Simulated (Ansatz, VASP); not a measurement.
Ge in VASP and in Ansatz

Contents of POSCAR:

```
Ge
1.0
    1.4390634700     -2.6785314800      0.0000000000
    1.4390634700      2.6785314800      0.0000000000
    0.0000000000      0.0000000000      2.6172840700
Ge
1
Direct
    0.5000000000      0.5000000000      0.0000000000
```

File INCAR.step1:

```
SYSTEM = Ge
PREC     = Accurate       ! precision mode
ENCUT    = 520            ! plane-wave cutoff, eV
ISMEAR   = 0              ! smearing method
SIGMA    = 0.15           ! smearing width, eV
LREAL    = .False.        ! projectors in reciprocal space
LASPH    = .True.         ! aspherical terms in the spheres
NELM     = 100            ! most SCF steps
NBANDS   = 13             ! bands
GGA      = PE             ! functional
ALGO     = Normal         ! electronic algorithm
EDIFF    = 1E-4           ! SCF threshold, eV
LWAVE    = .True.         ! write WAVECAR
LCHARG   = .False.        ! write CHGCAR
```

File INCAR.step2:

```
SYSTEM = Ge
PREC     = Accurate       ! precision mode
ENCUT    = 520            ! plane-wave cutoff, eV
EDIFF    = 1E-7           ! SCF threshold, eV
ISMEAR   = 0              ! smearing method
SIGMA    = 0.15           ! smearing width, eV
LREAL    = .False.        ! projectors in reciprocal space
LASPH    = .True.         ! aspherical terms in the spheres
NELM     = 100            ! most SCF steps
ALGO     = Normal         ! electronic algorithm
ISIF     = 2              ! what is computed and relaxed
LWAVE    = .False.        ! write WAVECAR
LCHARG   = .False.        ! write CHGCAR
METAGGA  = R2SCAN         ! meta-GGA
LMIXTAU  = .True.       
NBANDS   = 13             ! bands
ISTART   = 1
```

Contents of KPOINTS:

```
Automatic mesh
0
Gamma
  20 20 18
  0 0 0
```

Input for Ansatz:

```yaml
crystal:
  lattice:
    - [1.43906347, -2.67853148, 0.0]
    - [1.43906347, 2.67853148, 0.0]
    - [0.0, 0.0, 2.61728407]
  atoms:
    - { symbol: Ge, position: [0.5, 0.5, 0.0] }
basis:
  ecutwfc: 500
kpoints:
  mp_grid: { grid: [20, 20, 18] }
hamiltonian:
  xc: r2scan
scf:
  occupations: { method: gaussian, width: 0.15 }
output:
  forces: true
  stress: true
  eigenvalues: true
  write_density: true
  write_potential: true
  elf: true
  volumetric_format: npy
```

Change from the starting cell: strain +0.030 along x and y, -0.030 along z, atoms carried along.

Alike in both runs: task single point; functional r2SCAN; k mesh 20 × 20 × 18; occupations gaussian, width 0.15 eV; no spin polarisation.

|  | VASP | Ansatz |
| --- | --- | --- |
| version | VASP 6.6.1 | Ansatz 0.2.0 |
| potentials or method | VASP PAW PBE potentials, release 64 (Ge_d), cutoff 520 eV | scalar-relativistic, plane waves, PAW |
| valence electrons in the cell | 14 | 14 |

```csv
,VASP,Ansatz,Ansatz less VASP
gap on the k mesh at the Fermi level (eV),none,none,-
pressure (GPa),-4.5,-4.3,+0.14
"traceless stress, the component that is largest in VASP (GPa)",5.81,5.76,-0.052
```

VASP's potentials were made for PBE, not for r2SCAN. A gap of «none» marks a metal or a gap that the smearing closes.
